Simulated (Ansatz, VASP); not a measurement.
## TiAl: VASP beside Ansatz

```xyz
2
Lattice="3.1791 0.0199 0.0000 0.0199 3.1791 0.0000 0.0000 0.0000 3.1791" Properties=species:S:1:pos:R:3 pbc="T T T"
Ti    0.0000    0.0000    0.0000
Al    1.5995    1.5995    1.5895
```

Change from the starting cell: strain +0.0125 x Voigt [0, 0, 0, 0, 0, 1], atoms carried along.

Alike in both runs: task single point; functional r2SCAN; k mesh 16 × 16 × 16; occupations gaussian, width 0.15 eV; no spin polarisation.

|  | VASP | Ansatz |
| --- | --- | --- |
| version | VASP 6.6.1 | Ansatz 0.2.0 |
| potentials or method | VASP PAW PBE potentials, release 64 (Ti_sv, Al), cutoff 520 eV | scalar-relativistic, plane waves, PAW |
| valence electrons in the cell | 15 | 15 |

VASP gave:

- gap on the k mesh at the Fermi level (eV): none
- pressure (GPa): -0.7
- traceless stress, the component that is largest in VASP (GPa): -0.96

**Question.** Estimate Ansatz's values.

**Answer.** gap on the k mesh at the Fermi level (eV): none; pressure (GPa): -0.8; traceless stress, the component that is largest in VASP (GPa): -0.97.

VASP's potentials were made for PBE, not for r2SCAN. A gap of «none» marks a metal or a gap that the smearing closes. With one functional, cell and mesh, what is left measures potentials, basis and numerics.
